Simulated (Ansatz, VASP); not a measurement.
WSe2: VASP beside Ansatz

Contents of INCAR:

```
SYSTEM = WSe2
  PREC = Accurate
  ENCUT = 500
  EDIFF = 1E-7
  ISMEAR = 0
  SIGMA = 0.02
  LREAL = .FALSE.
  LASPH = .TRUE.
  NELM = 120
  ALGO = Normal
  ISIF = 3
  LWAVE = .FALSE.
  LCHARG = .FALSE.
  GGA = PE
  IBRION = 2
  NSW = 100
  EDIFFG = -0.005
  GGA_COMPAT = .FALSE.
  NELMIN = 4
```

KPOINTS

```
regular mesh
0
G
  12 12 2
  0 0 0
```

File POSCAR:

```
WSe2
1.0
    3.3209866959      0.0000000000      0.0000000000
   -1.6604933480      2.8760588443      0.0000000000
    0.0000000000      0.0000000000     15.0438377397
W Se
2 4
Direct
    0.6666666667      0.3333333333      0.7500000000
    0.3333333333      0.6666666667      0.2500000000
    0.3333333333      0.6666666667      0.8615429960
    0.6666666667      0.3333333333      0.3615429960
    0.3333333333      0.6666666667      0.6384570040
    0.6666666667      0.3333333333      0.1384570040
```

Input for Ansatz:

```yaml
crystal:
  lattice:
    - [3.320986669, 0.0, 0.0]
    - [-1.6604933345, 2.876058821, 0.0]
    - [0.0, 0.0, 15.0438357593]
  atoms:
    - { symbol: W, position: [0.6666666667, 0.3333333333, 0.75] }
    - { symbol: W, position: [0.3333333333, 0.6666666667, 0.25] }
    - { symbol: Se, position: [0.3333333333, 0.6666666667, 0.8615430175] }
    - { symbol: Se, position: [0.6666666667, 0.3333333333, 0.3615430175] }
    - { symbol: Se, position: [0.3333333333, 0.6666666667, 0.6384569825] }
    - { symbol: Se, position: [0.6666666667, 0.3333333333, 0.1384569825] }
basis:
  ecutwfc: 420
kpoints:
  mp_grid: { grid: [12, 12, 2] }
hamiltonian:
  xc: pbe
scf:
  occupations: { method: gaussian, width: 0.02 }
output:
  forces: true
  stress: true
  eigenvalues: true
  write_density: true
  write_potential: true
  elf: true
  volumetric_format: npy
relax:
  adjacent_minimum: "off"
  f_tol: 0.005
  max_steps: 80
  cell: { stress_tol: 0.05 }
```

Alike in both runs: task relaxation of cell and atoms; functional PBE; k mesh 12 × 12 × 2; occupations gaussian, width 0.02 eV; no spin polarisation.

|  | VASP | Ansatz |
| --- | --- | --- |
| version | VASP 6.6.1 | Ansatz 0.2.0 |
| potentials or method | VASP PAW PBE potentials, release 64 (W_sv, Se), cutoff 500 eV | scalar-relativistic, plane waves, PAW |
| valence electrons in the cell | 52 | 92 |

```csv
,VASP,Ansatz,Ansatz less VASP
"gap on the k mesh at the Fermi level, each at its own relaxed structure (eV)",1.45,1.46,+0.005
relaxed volume (Å³/atom),23.99,23.95,-0.042
relaxed length of the cell vector where the two differ most in proportion (Å),15.056,15.044,-0.0119
```

VASP's potentials hold 52 valence electrons a cell and Ansatz's 92, so a difference there can come from the potentials and not from the codes.

Neither program's run includes spin-orbit coupling.
